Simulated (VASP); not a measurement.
Write the native input for VASP 6.6.1 that does the following.

- Task: single point
- Functional: PBE
- Potentials or basis: VASP PAW PBE potentials, release 64 (Nb_sv)
- Cutoff: 520 eV
- k mesh: 3 × 3 × 3
- Occupations: gaussian, width 0.1 eV
- Spin: no spin polarisation
- Dipole correction: no
- Further INCAR settings: ALGO = Normal; EDIFF = 1e-07; NBANDS = 54

The structure of Nb (a cell with a defect) lies in POSCAR:

```
Nb
1.0
   -3.2755560000      3.2755560000      3.2755560000
    3.2755560000     -3.2755560000      3.2755560000
    3.2755560000      3.2755560000     -3.2755560000
Nb
7
Direct
    0.0003497116      0.0010294436      0.3929154318
    0.0003033073      0.4595145069     -0.0101918575
    0.0001891282      0.5035650436      0.4902227286
    0.4587651684      0.0009862448     -0.0103712164
    0.5029794942      0.0010863804      0.4901555644
    0.4977042066      0.4984442336     -0.0123215723
    0.5417686341      0.5425950587      0.5313149890
```

These files were run (other wordings do the same):

INCAR

```
SYSTEM = Nb
PREC     = Accurate       ! precision mode
ENCUT    = 520            ! plane-wave cutoff, eV
EDIFF    = 1E-7           ! SCF threshold, eV
ISMEAR   = 0              ! smearing method
SIGMA    = 0.1            ! smearing width, eV
LREAL    = .FALSE.        ! projectors in reciprocal space
LASPH    = .TRUE.         ! aspherical terms in the spheres
NELM     = 80             ! most SCF steps
ALGO     = Normal         ! electronic algorithm
ISIF     = 2              ! what is computed and relaxed
LWAVE    = .FALSE.        ! write WAVECAR
LCHARG   = .TRUE.         ! write CHGCAR
GGA      = PE             ! functional
LELF     = .TRUE.         ! ELF
LVHAR    = .TRUE.       
NBANDS   = 54             ! bands
```

KPOINTS

```
regular mesh
0
G
  3 3 3
  0 0 0
```

Potentials or basis: VASP PAW PBE potentials, release 64 (Nb_sv).

Launch:

```sh
$ cat potpaw_PBE.64/Nb_sv/POTCAR > POTCAR
$ mpirun -np 1 vasp_std > vasp.out
```

It gave:

```
Pressure      : -4.5 GPa
Largest force : 0.303 eV/Å
```

Caveat: the k points lie up to 0.45 Å⁻¹ apart.

It took 4.2 min on 1 thread of Intel(R) Xeon(R) Platinum 8488C (Sapphire Rapids), on a shared host, peak memory 0.28 GiB.
